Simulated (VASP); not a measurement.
# SiGeO4 (P6_3mc) in VASP: relaxation of cell and atoms with PBE

Aim: the relaxation of cell and atoms of SiGeO4 with PBE.

All numbers are computed with VASP 6.6.1; they aren't measurements. Logs are shortened: lines on timing, memory, paths and dates and some standing lists are left out, and cuts for length are marked.

## (1) The cell of the first run

The structure is hexagonal, space group P6_3mc (No. 186). The conventional cell has a = 5.461 Å, b = 5.461 Å, c = 8.915 Å, α = 90.00°, β = 90.00°, γ = 120.00°. Within 2.1 Å of Si (site symmetry 3m) lie 4 O at 1.61 Å. Ge (site symmetry 3m) has 4 O at 1.73 Å within 2.3 Å. O (site symmetry m) has 1 Si at 1.61 Å and 1 Ge at 1.73 Å within 2.1 Å. Within 2.1 Å of O (site symmetry 3m) lie 1 Si at 1.61 Å and 1 Ge at 1.73 Å.

The cell was built from a structure type or drawn by symmetry, and may not be a known phase.

## (2) Relaxation of cell and atoms, PBE

Contents of INCAR:

```
PREC = Accurate ; ENCUT = 600
EDIFF = 1E-7 ; ISMEAR = 0
SIGMA = 0.02 ; LREAL = False
LASPH = True ; NELM = 80
ALGO = Normal ; ISIF = 3
LWAVE = False ; LCHARG = False
GGA = PE ; IBRION = 2
NSW = 100 ; EDIFFG = -0.01
```

Contents of KPOINTS:

```
Automatic mesh
0
Gamma
  6 6 4
```

Contents of POSCAR:

```
SiGeO4
1.0
    5.4613475390      0.0000000000      0.0000000000
   -2.7306737695      4.7296657076      0.0000000000
    0.0000000000      0.0000000000      8.9152990931
Si Ge O
2 2 8
Direct
    0.3333333333      0.6666666667      0.9375325494
    0.6666666667      0.3333333333      0.4375325494
    0.6666666667      0.3333333333      0.0624303314
    0.3333333333      0.6666666667      0.5624303314
    0.0114036844      0.5057018422      0.9978840903
    0.4942981578      0.5057018422      0.9978840903
    0.4942981578      0.9885963156      0.9978840903
    0.3333333333      0.6666666667      0.7563848382
    0.6666666667      0.3333333333      0.2563848382
    0.5057018422      0.0114036844      0.4978840903
    0.5057018422      0.4942981578      0.4978840903
    0.9885963156      0.4942981578      0.4978840903
```

Potentials or basis: VASP PAW PBE potentials, release 64 (Si, Ge_d, O).

On the command line:

```console
cat potpaw_PBE.64/Si/POTCAR potpaw_PBE.64/Ge_d/POTCAR potpaw_PBE.64/O/POTCAR > POTCAR
mpirun -np 1 vasp_std > vasp.out
```

OUTCAR:

```text
PREC = Accurate
   ENCUT = 600
   EDIFF = 1E-7
   ISMEAR = 0
   LREAL = False
   LASPH = True
   NELM = 80
   ISIF = 3
   GGA = PE
   IBRION = 2
   NSW = 100
   EDIFFG = -0.01

 ion  position               nearest neighbor table
   1  0.333  0.667  0.938-   7 1.61   5 1.61   6 1.61   8 1.61
   2  0.667  0.333  0.438-  10 1.61  12 1.61  11 1.61   9 1.61
   3  0.667  0.333  0.062-   7 1.73   5 1.73   6 1.73   9 1.73
   4  0.333  0.667  0.562-  10 1.73  12 1.73  11 1.73   8 1.73
   5  0.011  0.506  0.998-   1 1.61   3 1.73
   6  0.494  0.506  0.998-   1 1.61   3 1.73
   7  0.494  0.989  0.998-   1 1.61   3 1.73
   8  0.333  0.667  0.756-   1 1.61   4 1.73
   9  0.667  0.333  0.256-   2 1.61   3 1.73
  10  0.506  0.011  0.498-   2 1.61   4 1.73
  11  0.506  0.494  0.498-   2 1.61   4 1.73
  12  0.989  0.494  0.498-   2 1.61   4 1.73

  LATTYP: Found a hexagonal cell.
 ALAT       =     5.4613475390
 C/A-ratio  =     1.6324357733

  Lattice vectors:

 A1 = (   5.4613475390,   0.0000000000,   0.0000000000)
 A2 = (  -2.7306737695,   4.7296657076,   0.0000000000)
 A3 = (   0.0000000000,   0.0000000000,   8.9152990931)

Analysis of symmetry for initial positions (statically):
=====================================================================
 Subroutine PRICEL returns:
 Original cell was already a primitive cell.

 Routine SETGRP: Setting up the symmetry group for a
 hexagonal supercell.

 Subroutine GETGRP returns: Found 12 space group operations
 (whereof  6 operations were pure point group operations)
 out of a pool of 24 trial point group operations.

The static configuration has the point symmetry C_3v.
 The point group associated with its full space group is C_6v.

Analysis of symmetry for dynamics (positions and initial velocities):
=====================================================================
 Subroutine PRICEL returns:
 Original cell was already a primitive cell.

 Routine SETGRP: Setting up the symmetry group for a
 hexagonal supercell.

 Subroutine GETGRP returns: Found 12 space group operations
 (whereof  6 operations were pure point group operations)
 out of a pool of 24 trial point group operations.

The dynamic configuration has the point symmetry C_3v.
 The point group associated with its full space group is C_6v.

 Subroutine INISYM returns: Found 12 space group operations
 (whereof  6 operations are pure point group operations),
 and found     1 'primitive' translations

----------------------------------------------------------------------------------------

                                     Primitive cell

  volume of cell :     230.2853

  direct lattice vectors                    reciprocal lattice vectors
     5.461347539  0.000000000  0.000000000     0.183104992  0.105715717  0.000000000
    -2.730673770  4.729665708  0.000000000     0.000000000  0.211431433  0.000000000
     0.000000000  0.000000000  8.915299093     0.000000000  0.000000000  0.112166736

  length of vectors
     5.461347539  5.461347539  8.915299093     0.211431433  0.211431433  0.112166736

  position of ions in fractional coordinates (direct lattice)
     0.333333333  0.666666667  0.937532549
     0.666666667  0.333333333  0.437532549
     0.666666667  0.333333333  0.062430331
     0.333333333  0.666666667  0.562430331
     0.011403684  0.505701842  0.997884090
     0.494298158  0.505701842  0.997884090
     0.494298158  0.988596316  0.997884090
     0.333333333  0.666666667  0.756384838
     0.666666667  0.333333333  0.256384838
     0.505701842  0.011403684  0.497884090
     0.505701842  0.494298158  0.497884090
     0.988596316  0.494298158  0.497884090

  ion indices of the primitive-cell ions
   primitive index   ion index
                 1           1
                 2           2
                 3           3
                 4           4
                 5           5
                 6           6
                 7           7
                 8           8
                 9           9
                10          10
                11          11
                12          12

----------------------------------------------------------------------------------------

 KPOINTS: Automatic mesh

Automatic generation of k-mesh.
 Grid dimensions read from file:
 generate k-points for:    6    6    4

 Generating k-lattice:

  Cartesian coordinates                     Fractional coordinates (reciprocal lattice)
     0.030517499  0.017619286  0.000000000     0.166666667  0.000000000  0.000000000
     0.000000000  0.035238572  0.000000000     0.000000000  0.166666667  0.000000000
     0.000000000  0.000000000  0.028041684     0.000000000  0.000000000  0.250000000

  Length of vectors
     0.035238572  0.035238572  0.028041684

  Shift w.r.t. Gamma in fractional coordinates (k-lattice)
     0.000000000  0.000000000  0.000000000

 Subroutine IBZKPT returns following result:
 ===========================================

 Found     21 irreducible k-points:

 Following reciprocal coordinates:
            Coordinates               Weight
  0.000000  0.000000  0.000000      1.000000
  0.166667 -0.000000  0.000000      6.000000
  0.333333  0.000000  0.000000      6.000000
  0.500000  0.000000  0.000000      3.000000
  0.166667  0.166667  0.000000      6.000000
  0.333333  0.166667  0.000000     12.000000
[... 13 lines left out ...]
  0.333333  0.166667  0.500000     12.000000
  0.333333  0.333333  0.500000      2.000000
   k-points           NKPTS =     21   k-points in BZ     NKDIM =     21   number of bands    NBANDS=     50
   number of dos      NEDOS =    301   number of ions     NIONS =     12
   total plane-waves  NPLWV = 165888
   dimension x,y,z NGX =    48 NGY =   48 NGZ =   72
   dimension x,y,z NGXF=    96 NGYF=   96 NGZF=  144
   ions per type =               2   2   8
   NGX,Y,Z   is equivalent  to a cutoff of  14.61, 14.61, 13.43 a.u.
   NGXF,Y,Z  is equivalent  to a cutoff of  29.22, 29.22, 26.85 a.u.
 SYSTEM =  unknown system
   PREC   = accura    normal or accurate (medium, high low for compatibility)
   ISTART =      0    job   : 0-new  1-cont  2-samecut
   ICHARG =      2    charge: 1-file 2-atom 10-const
   ISPIN  =      1    spin polarized calculation?
   LNONCOLLINEAR =      F non collinear calculations
   LSORBIT =      F    spin-orbit coupling
   LASPH  =      T    aspherical Exc in radial PAW
   ENCUT  =  600.0 eV  44.10 Ry    6.64 a.u.  10.91 10.91 17.81*2*pi/ulx,y,z
   NELM   =     80;   NELMIN=  2; NELMDL= -5     # of ELM steps
   EDIFF  = 0.1E-06   stopping-criterion for ELM
   LREAL  =      F    real-space projection
   EDIFFG = -.1E-01   stopping-criterion for IOM
   NSW    =    100    number of steps for IOM
   IBRION =      2    ionic relax: 0-MD 1-quasi-New 2-CG
   NFREE  =      1    steps in history (QN), initial steepest desc. (CG)
   ISIF   =      3    stress and relaxation
   ISYM   =      2    0-nonsym 1-usesym 2-fastsym
   POTIM  = 0.5000    time-step for ionic-motion
   TEBEG  =    0.0;   TEEND  =   0.0 temperature during run
   PSTRESS=    0.0 pullay stress
   NELECT =      84.0000    total number of electrons
   NUPDOWN=      -1.0000    fix difference up-down
   EMIN   =  10.00;   EMAX   =-10.00  energy-range for DOS
   EFERMI =   0.00;   METHOD = LEGACY
   ISMEAR =     0;   SIGMA  =   0.02  broadening in eV -4-tet -1-fermi 0-gaus
   EFERMI_NEDOS =   21; number of points for ismear=-14 and -15
   IALGO  =     38    algorithm
   IMIX   =      4    mixing-type and parameters
     AMIX     =   0.40;   BMIX     =  1.00
     AMIX_MAG =   1.60;   BMIX_MAG =  1.00
  volume/ion in A,a.u.               =      19.19       129.50
  Fermi-wavevector in a.u.,A,eV,Ry     =   1.169713  2.210436 18.615869  1.368228
  Thomas-Fermi vector in A             =   2.306182
   LORBIT       =      0    0 simple, 1 ext, 2 COOP (PROOUT), +10 PAW based schemes
   GGA     = PE    functional components
   LHFCALC =     F    Hartree Fock is set to
   AEXX    =    0.0000 exact exchange contribution
   IVDW    =     0    specifies the selected vdW correction
   LEPSILON=     F    determine dielectric tensor
   LRPA    =     F    only Hartree local field effects (RPA)
 conjugate gradient relaxation of ions
 non-spin polarized calculation
 Gauss-broadening in eV      SIGMA  =   0.02
  energy-cutoff  :      600.00
  volume of cell :      230.29
 maximum number of plane-waves:      7720
 NGX is ok and might be reduce to    48
   NGX = 21   NGY = 21   NGZ = 35

--------------------------------------- Ionic step        1  -------------------------------------------

 number of electron      84.0000003 magnetization

 Free energy of the ion-electron system (eV)
  ---------------------------------------------------
  ext. energy  EPLUGINS =         0.00000000
  ---------------------------------------------------
  free energy    TOTEN  =       -85.15645370 eV

  energy without entropy =      -85.15645370  energy(sigma->0) =      -85.15645370

------------------------ aborting loop because EDIFF is reached ----------------------------------------

  FORCE on cell =-STRESS in cart. coord.  units (eV):
  Direction    XX          YY          ZZ          XY          YZ          ZX
  --------------------------------------------------------------------------------------
  -------------------------------------------------------------------------------------
  Total       -0.1271601     -0.1271601     -0.1398019      0.0000000      0.0000000      0.0000000
  in kB       -0.8846985     -0.8846985     -0.9726519      0.0000000      0.0000000      0.0000000
  external PRESSURE =      -0.9140163 kB  Pullay stress =       0.0000000 kB
[... 77 lines left out ...]
  energy  without entropy=      -85.1535982884  energy(sigma->0) =      -85.15359829

--------------------------------------- Ionic step        3  -------------------------------------------

 number of electron      84.0000004 magnetization

 Free energy of the ion-electron system (eV)
  ---------------------------------------------------
  ext. energy  EPLUGINS =         0.00000000
  ---------------------------------------------------
  free energy    TOTEN  =       -85.15702808 eV

  energy without entropy =      -85.15702808  energy(sigma->0) =      -85.15702808

 E-fermi :  -1.4995     XC(G=0):  -7.2684

 val. band max:       -1.5871538969   @ k =   0.0000   0.0000   0.0000
 cond. band min:       2.4912701005   @ k =   0.0000   0.0000   0.0000
 fundamental gap:      4.0784239974
 Fermi energy:        -1.4994866535

 k-point     1 :       0.0000    0.0000    0.0000
  band No.  band energies     occupation
      1     -25.1597      2.00000
      2     -25.1536      2.00000
      3     -25.1532      2.00000
      4     -25.1532      2.00000
      5     -25.1528      2.00000
      6     -25.1528      2.00000
[... 1141 lines left out ...]
  FREE ENERGIE OF THE ION-ELECTRON SYSTEM (eV)
  ---------------------------------------------------
  free  energy   TOTEN  =       -85.1570280804 eV

  energy  without entropy=      -85.1570280804  energy(sigma->0) =      -85.15702808

 reached required accuracy - stopping structural energy minimisation
```

It took 11 min on 1 thread of Oxide Virtual Turin-like, shared host; peak memory 0.56 GiB.

What came out:

```
Free energy                           : -85.1570 eV
Relaxed volume                        : 19.18 Å³/atom
Relaxed cell                          : a = 5.461 Å, b = 5.461 Å, c = 8.914 Å, α = 90.00°, β = 90.00°, γ = 120.00°
Space group after relaxing (to 0.1 Å) : P6_3mc (No. 186)
Energy gained by relaxing             : 0.0 meV/atom
Ionic steps                           : 3
Pressure after relaxing               : -0.1 GPa
Largest force after relaxing          : 0.004 eV/Å
Band gap on the k mesh                : 4.08 eV
```

Forces on the atoms (eV/Å):
```
Si   0.000  0.000 -0.001
Si   0.000  0.000 -0.001
Ge   0.000  0.000 -0.002
Ge   0.000  0.000 -0.002
O    0.003  0.002  0.001
O   -0.003  0.002  0.001
O    0.000 -0.004  0.001
O    0.000  0.000  0.001
O    0.000  0.000  0.001
O    0.000  0.004  0.001
O    0.003 -0.002  0.001
O   -0.003 -0.002  0.001
```

The path:
```tsv
step	energy change (eV)	largest force (eV/Å)	pressure (GPa)	volume (Å³)
1	0.0000	0.0986	-0.09	230.29
2	0.0029	0.2537	0.05	229.92
3	-0.0006	0.0040	-0.05	230.18
```

Final structure:
```
CELL_PARAMETERS angstrom
5.46054 0.00000 0.00000
-2.73027 4.72896 0.00000
0.00000 0.00000 8.91385
ATOMIC_POSITIONS crystal
Si 0.33333 0.66667 0.93753
Si 0.66667 0.33333 0.43753
Ge 0.66667 0.33333 0.06243
Ge 0.33333 0.66667 0.56243
O 0.01113 0.50557 0.99794
O 0.49443 0.50557 0.99794
O 0.49443 0.98887 0.99794
O 0.33333 0.66667 0.75623
O 0.66667 0.33333 0.25623
O 0.50557 0.01113 0.49794
O 0.50557 0.49443 0.49794
O 0.98887 0.49443 0.49794
```
